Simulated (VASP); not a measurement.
**Au: single point with PBE**

Crystal: Au.

```
CELL_PARAMETERS angstrom
0.00000 2.95149 2.95149
2.95149 0.00000 2.95149
2.95149 2.95149 0.00000
ATOMIC_POSITIONS crystal
Au 0.12500 0.12500 0.12500
Au 0.87500 0.87500 0.87500
```

This cell differs from its parent crystal: volume scaled by 0.88.

- Program: VASP 6.6.1
- Task: single point
- Functional: PBE
- Potentials or basis: VASP PAW PBE potentials, release 64 (Au)
- Cutoff: 520 eV
- k mesh: 10 × 10 × 10
- Occupations: fermi-dirac, width 0.1 eV
- Spin: no spin polarisation
- Dipole correction: no
- Further INCAR settings: ALGO = Normal; EDIFF = 1e-06; NBANDS = 18

The pressure is 9.8 GPa. The band gap on the k mesh is zero (band 11 reaches 4.41 eV, above the bottom of band 12 at 3.75 eV).

Levels at points of the mesh, in eV from the Fermi level:
```
           k point  band 7  band 8  band 9  band 10  band 11  band 12  band 13  band 14  band 15  band 16
(0.00, 0.00, 0.00)   -2.54   -2.54   -2.54    -1.29    -1.29     9.45    10.17    10.35    10.35    10.35
(0.50, 0.00, 0.00)   -2.23   -2.23   -1.47    -1.47    -1.24    -0.32     7.15     7.15     9.73     9.86
(0.50, 0.50, 0.00)   -3.08   -3.08   -1.27    -1.27     0.33     0.33     3.69     3.69     8.45     8.45
```

Run time: 15 s on 1 thread of Intel(R) Xeon(R) Platinum 8488C (Sapphire Rapids) (shared host), peak memory 0.19 GiB.

Caveat: spin-orbit coupling is left out, which moves the levels of the heavy elements.
